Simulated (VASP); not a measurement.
# GaN in VASP: a series of runs

Runs on GaN. Level: PBE. Tasks: single point.

All numbers are computed with VASP 6.6.1; they aren't measurements. Logs are shortened: lines on timing, memory, paths and dates and some standing lists are left out, and cuts for length are marked.

**1. The cell of the first run**

The structure is tetragonal, space group I-4m2 (No. 119). Conventional cell: a = 3.117 Å, b = 3.117 Å, c = 4.592 Å, α = 90.00°, β = 90.00°, γ = 90.00°. Within 2.6 Å of Ga (site symmetry -4m2) lie 4 N at 1.94 Å. Within 2.6 Å of N (site symmetry -4m2) lie 4 Ga at 1.94 Å.

**2. Single point, PBE (epitaxial xy strain -2.0%)**

File INCAR:

```
PREC = Accurate
ENCUT = 520
EDIFF = 1E-6
ISMEAR = 0
SIGMA = 0.01
LREAL = F
LASPH = T
NELM = 100
ALGO = Normal
ISIF = 2
LWAVE = F
LCHARG = T
GGA = PE
LELF = T
LVHAR = T
NBANDS = 16
```

File KPOINTS:

```
Automatic mesh
0
Gamma
  6 6 6
```

File POSCAR:

```
GaN
1.0
    0.0000000000      2.2039734903      2.2958620709
    2.2039734903      0.0000000000      2.2958620709
    2.2039734903      2.2039734903      0.0000000000
Ga N
1 1
Direct
    0.0000000000      0.0000000000      0.0000000000
    0.2500000000      0.2500000000      0.2500000000
```

Potentials or basis: VASP PAW PBE potentials, release 64 (Ga_d, N).

Started as:

```sh
> cat potpaw_PBE.64/Ga_d/POTCAR potpaw_PBE.64/N/POTCAR > POTCAR
> mpirun -np 1 vasp_std > vasp.out
```

OUTCAR:

```text
PREC = Accurate
   ENCUT = 520
   EDIFF = 1E-6
   ISMEAR = 0
   LREAL = F
   LASPH = T
   NELM = 100
   ISIF = 2
   GGA = PE

 ion  position               nearest neighbor table
   1  0.000  0.000  0.000-   2 1.94   2 1.94   2 1.94   2 1.94
   2  0.250  0.250  0.250-   1 1.94   1 1.94   1 1.94   1 1.94

  LATTYP: Found a body centered tetragonal cell.
 ALAT       =     3.1168892011
 C/A-ratio  =     1.4731752865

  Lattice vectors:

 A1 = (  -2.2039734903,   0.0000000000,   2.2958620709)
 A2 = (   2.2039734903,   0.0000000000,   2.2958620709)
 A3 = (   0.0000000000,   2.2039734903,  -2.2958620709)

Analysis of symmetry for initial positions (statically):
=====================================================================
 Subroutine PRICEL returns:
 Original cell was already a primitive cell.

 Routine SETGRP: Setting up the symmetry group for a
 body centered tetragonal supercell.

 Subroutine GETGRP returns: Found  8 space group operations
 (whereof  8 operations were pure point group operations)
 out of a pool of 16 trial point group operations.

The static configuration has the point symmetry D_2d.

Analysis of symmetry for dynamics (positions and initial velocities):
=====================================================================
 Subroutine PRICEL returns:
 Original cell was already a primitive cell.

 Routine SETGRP: Setting up the symmetry group for a
 body centered tetragonal supercell.

 Subroutine GETGRP returns: Found  8 space group operations
 (whereof  8 operations were pure point group operations)
 out of a pool of 16 trial point group operations.

The dynamic configuration has the point symmetry D_2d.

 Subroutine INISYM returns: Found  8 space group operations
 (whereof  8 operations are pure point group operations),
 and found     1 'primitive' translations

----------------------------------------------------------------------------------------

                                     Primitive cell

  volume of cell :      22.3043

  direct lattice vectors                    reciprocal lattice vectors
     0.000000000  2.203973490  2.295862071    -0.226862983  0.226862983  0.217783118
     2.203973490  0.000000000  2.295862071     0.226862983 -0.226862983  0.217783118
     2.203973490  2.203973490  0.000000000     0.226862983  0.226862983 -0.217783118

  length of vectors
     3.182527580  3.182527580  3.116889201     0.387766827  0.387766827  0.387766827

  position of ions in fractional coordinates (direct lattice)
     0.000000000  0.000000000  0.000000000
     0.250000000  0.250000000  0.250000000

  ion indices of the primitive-cell ions
   primitive index   ion index
                 1           1
                 2           2

----------------------------------------------------------------------------------------

 KPOINTS: Automatic mesh

Automatic generation of k-mesh.
 Grid dimensions read from file:
 generate k-points for:    6    6    6

 Generating k-lattice:

  Cartesian coordinates                     Fractional coordinates (reciprocal lattice)
    -0.037810497  0.037810497  0.036297186     0.166666667  0.000000000  0.000000000
     0.037810497 -0.037810497  0.036297186     0.000000000  0.166666667  0.000000000
     0.037810497  0.037810497 -0.036297186     0.000000000  0.000000000  0.166666667

  Length of vectors
     0.064627805  0.064627805  0.064627805

  Shift w.r.t. Gamma in fractional coordinates (k-lattice)
     0.000000000  0.000000000  0.000000000

 Subroutine IBZKPT returns following result:
 ===========================================

 Found     30 irreducible k-points:

 Following reciprocal coordinates:
            Coordinates               Weight
  0.000000  0.000000  0.000000      1.000000
  0.166667 -0.000000  0.000000      8.000000
  0.333333  0.000000  0.000000      8.000000
  0.500000 -0.000000  0.000000      4.000000
  0.166667  0.166667  0.000000      2.000000
  0.333333  0.166667  0.000000      8.000000
[... 16 lines left out ...]
  0.333333  0.000000  0.333333      4.000000
  0.500000  0.000000  0.333333     16.000000
 [... further k-points ...]
   k-points           NKPTS =     30   k-points in BZ     NKDIM =     30   number of bands    NBANDS=     16
   number of dos      NEDOS =    301   number of ions     NIONS =      2
   total plane-waves  NPLWV =  13824
   dimension x,y,z NGX =    24 NGY =   24 NGZ =   24
   dimension x,y,z NGXF=    48 NGYF=   48 NGZF=   48
   ions per type =               1   1
   NGX,Y,Z   is equivalent  to a cutoff of  12.54, 12.54, 12.80 a.u.
   NGXF,Y,Z  is equivalent  to a cutoff of  25.07, 25.07, 25.60 a.u.
 SYSTEM =  unknown system
   PREC   = accura    normal or accurate (medium, high low for compatibility)
   ISTART =      0    job   : 0-new  1-cont  2-samecut
   ICHARG =      2    charge: 1-file 2-atom 10-const
   ISPIN  =      1    spin polarized calculation?
   LNONCOLLINEAR =      F non collinear calculations
   LSORBIT =      F    spin-orbit coupling
   LASPH  =      T    aspherical Exc in radial PAW
   ENCUT  =  520.0 eV  38.22 Ry    6.18 a.u.   5.92  5.92  5.80*2*pi/ulx,y,z
   NELM   =    100;   NELMIN=  2; NELMDL= -5     # of ELM steps
   EDIFF  = 0.1E-05   stopping-criterion for ELM
   LREAL  =      F    real-space projection
   EDIFFG = 0.1E-04   stopping-criterion for IOM
   NSW    =      0    number of steps for IOM
   IBRION =     -1    ionic relax: 0-MD 1-quasi-New 2-CG
   NFREE  =      0    steps in history (QN), initial steepest desc. (CG)
   ISIF   =      2    stress and relaxation
   ISYM   =      2    0-nonsym 1-usesym 2-fastsym
   POTIM  = 0.5000    time-step for ionic-motion
   TEBEG  =    0.0;   TEEND  =   0.0 temperature during run
   PSTRESS=    0.0 pullay stress
   NELECT =      18.0000    total number of electrons
   NUPDOWN=      -1.0000    fix difference up-down
   EMIN   =  10.00;   EMAX   =-10.00  energy-range for DOS
   EFERMI =   0.00;   METHOD = LEGACY
   ISMEAR =     0;   SIGMA  =   0.01  broadening in eV -4-tet -1-fermi 0-gaus
   EFERMI_NEDOS =   21; number of points for ismear=-14 and -15
   IALGO  =     38    algorithm
   IMIX   =      4    mixing-type and parameters
     AMIX     =   0.40;   BMIX     =  1.00
     AMIX_MAG =   1.60;   BMIX_MAG =  1.00
  volume/ion in A,a.u.               =      11.15        75.26
  Fermi-wavevector in a.u.,A,eV,Ry     =   1.524180  2.880282 31.608016  2.323124
  Thomas-Fermi vector in A             =   2.632522
   LORBIT       =      0    0 simple, 1 ext, 2 COOP (PROOUT), +10 PAW based schemes
   GGA     = PE    functional components
   LHFCALC =     F    Hartree Fock is set to
   AEXX    =    0.0000 exact exchange contribution
   IVDW    =     0    specifies the selected vdW correction
   LEPSILON=     F    determine dielectric tensor
   LRPA    =     F    only Hartree local field effects (RPA)
 non-spin polarized calculation
 Gauss-broadening in eV      SIGMA  =   0.01
  energy-cutoff  :      520.00
  volume of cell :       22.30
 maximum number of plane-waves:       612
   NGX = 11   NGY = 11   NGZ = 11

 number of electron      18.0000013 magnetization

 Free energy of the ion-electron system (eV)
  ---------------------------------------------------
  ext. energy  EPLUGINS =         0.00000000
  ---------------------------------------------------
  free energy    TOTEN  =       -12.10090493 eV

  energy without entropy =      -12.10090493  energy(sigma->0) =      -12.10090493

 E-fermi :   5.7436     XC(G=0): -11.8065

 val. band max:        5.6397985216   @ k =   0.0000   0.0000   0.0000
 cond. band min:       7.4549478144   @ k =   0.0000   0.0000   0.0000
 fundamental gap:      1.8151492928
 Fermi energy:         5.7435688204

 k-point     1 :       0.0000    0.0000    0.0000
  band No.  band energies     occupation
      1     -10.5849      2.00000
      2      -7.9334      2.00000
      3      -7.8857      2.00000
      4      -7.8857      2.00000
      5      -7.5584      2.00000
      6      -7.5558      2.00000
[... 8 lines left out ...]
     15      23.7454      0.00000
     16      24.7695      0.00000

 k-point     2 :       0.1667   -0.0000    0.0000
  band No.  band energies     occupation
      1     -10.2834      2.00000
      2      -7.8844      2.00000
      3      -7.8494      2.00000
      4      -7.7772      2.00000
      5      -7.5605      2.00000
      6      -7.5558      2.00000
[... 8 lines left out ...]
     15      22.9871      0.00000
     16      23.0106      0.00000

 k-point     3 :       0.3333    0.0000    0.0000
  band No.  band energies     occupation
      1      -9.7661      2.00000
      2      -7.8341      2.00000
      3      -7.8002      2.00000
      4      -7.5445      2.00000
      5      -7.5266      2.00000
      6      -7.1181      2.00000
[... 8 lines left out ...]
     15      23.4938      0.00000
     16      23.5519      0.00000

 k-point     4 :       0.5000   -0.0000    0.0000
  band No.  band energies     occupation
      1      -9.5913      2.00000
      2      -7.8250      2.00000
      3      -7.7910      2.00000
      4      -7.5200      2.00000
      5      -7.4932      2.00000
      6      -6.3092      2.00000
[... 8 lines left out ...]
     15      25.4926      0.00000
     16      25.6607      0.00000
[... 324 lines left out ...]
 k-point    22 :      -0.3333    0.5000    0.1667
  band No.  band energies     occupation
      1      -9.4041      2.00000
      2      -7.7522      2.00000
      3      -7.6815      2.00000
      4      -7.5619      2.00000
      5      -7.5262      2.00000
      6      -5.7374      2.00000
[... 8 lines left out ...]
     15      26.5567      0.00000
     16      29.2227      0.00000

 k-point    23 :       0.3333    0.0000    0.3333
  band No.  band energies     occupation
      1      -9.5553      2.00000
      2      -7.7735      2.00000
      3      -7.6799      2.00000
      4      -7.6604      2.00000
      5      -7.4923      2.00000
      6      -6.8308      2.00000
[... 8 lines left out ...]
     15      27.2620      0.00000
     16      29.1332      0.00000

 k-point    24 :       0.5000    0.0000    0.3333
  band No.  band energies     occupation
      1      -9.4279      2.00000
      2      -7.7878      2.00000
      3      -7.6436      2.00000
      4      -7.6237      2.00000
      5      -7.4864      2.00000
      6      -5.9899      2.00000
[... 8 lines left out ...]
     15      27.8817      0.00000
     16      28.4048      0.00000

 [... further k-points ...]

------------------------ aborting loop because EDIFF is reached ----------------------------------------

  FORCE on cell =-STRESS in cart. coord.  units (eV):
  Direction    XX          YY          ZZ          XY          YZ          ZX
  --------------------------------------------------------------------------------------
  -------------------------------------------------------------------------------------
  Total        1.6671628      1.6671628      0.9196429      0.0000000      0.0000000      0.0000000
  in kB      119.7567714    119.7567714     66.0604098      0.0000000      0.0000000      0.0000000
  external PRESSURE =     101.8579842 kB  Pullay stress =       0.0000000 kB

 VOLUME and BASIS-vectors are now :
 -----------------------------------------------------------------------------
  energy-cutoff  :      520.00
  volume of cell :       22.30
      direct lattice vectors                 reciprocal lattice vectors
     0.000000000  2.203973490  2.295862071    -0.226862983  0.226862983  0.217783118
     2.203973490  0.000000000  2.295862071     0.226862983 -0.226862983  0.217783118
     2.203973490  2.203973490  0.000000000     0.226862983  0.226862983 -0.217783118

 POSITION                                       TOTAL-FORCE (eV/Angst)
 -----------------------------------------------------------------------------------
      0.00000      0.00000      0.00000         0.000000      0.000000      0.000000
      1.10199      1.10199      1.14793        -0.000000     -0.000000     -0.000000
 -----------------------------------------------------------------------------------
    total drift:                                0.000000      0.000000      0.000002

  FREE ENERGIE OF THE ION-ELECTRON SYSTEM (eV)
  ---------------------------------------------------
  free  energy   TOTEN  =       -12.1009049266 eV

  energy  without entropy=      -12.1009049266  energy(sigma->0) =      -12.10090493
```

It took 13 s on 1 thread of Intel Xeon 8259CL, shared host; peak memory 0.14 GiB.

Results:

| Property | Result |
| --- | --- |
| Free energy | -12.1009 eV |
| Pressure | 10.2 GPa |
| Band gap on the k mesh | 1.82 eV, direct |

Stress tensor (GPa, compression positive):
```
11.98  0.00  0.00
 0.00 11.98  0.00
 0.00  0.00  6.61
```

Caveat: the cell differs from its parent crystal (epitaxial xy strain -2.0%).

(Continued in part 2 of 3.)
